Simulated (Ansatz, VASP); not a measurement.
**Two plane-wave programs on C**

File INCAR:

```
SYSTEM = C
PREC = Accurate ; ENCUT = 600
EDIFF = 1E-6 ; ISMEAR = -1
SIGMA = 0.1 ; LREAL = .False.
LASPH = .True. ; NELM = 120
ALGO = Normal ; ISIF = 2
LWAVE = .False. ; LCHARG = .False.
GGA = B5 ; ALDAX = 1.0
AGGAX = 1.0 ; AGGAC = 1.0
ALDAC = 0.0 ; NBANDS = 8
GGA_COMPAT = .False.
```

KPOINTS

```
Automatic mesh
0
Gamma
  19 19 19
  0 0 0
```

POSCAR

```
C
1.0
    0.0000000000      1.5580753390      1.5580753390
    1.5580753390      0.0000000000      1.5580753390
    1.5580753390      1.5580753390      0.0000000000
C
1
Direct
    0.0000000000      0.0000000000      0.0000000000
```

Input for Ansatz:

```yaml
crystal:
  lattice:
    - [0.0, 1.558075339, 1.558075339]
    - [1.558075339, 0.0, 1.558075339]
    - [1.558075339, 1.558075339, 0.0]
  atoms:
    - { symbol: C, position: [0.0, 0.0, 0.0] }
hamiltonian:
  xc: blyp
  pseudopotentials:
    kind: paw
    azcp:
      C: "pseudopotentials/C.paw.azcp"
basis:
  ecutwfc: 420
  fft_grid_basis: typed
kpoints:
  mp_grid: { grid: [19, 19, 19], shift: [0, 0, 0] }
magnetization:
  spin_polarized: false
scf:
  occupations: { method: fermi_dirac, width: 0.1 }
  lower_state_search: "off"
output:
  stress: true
```

Alike in both runs: task single point; functional BLYP; k mesh 19 × 19 × 19; occupations fermi-dirac, width 0.1 eV; no spin polarisation.

|  | VASP | Ansatz |
| --- | --- | --- |
| version | VASP 6.6.1 | Ansatz 0.2.0 |
| potentials or method | VASP PAW PBE potentials, release 64 (C), cutoff 600 eV | plane waves (420 eV) with PAW, scalar-relativistic |
| valence electrons in the cell | 4 | 4 |

|  | VASP | Ansatz | Ansatz less VASP |
| --- | --- | --- | --- |
| pressure (GPa) | 11.2 | 11.3 | +0.07 |

VASP's potentials were made for PBE, not for BLYP.
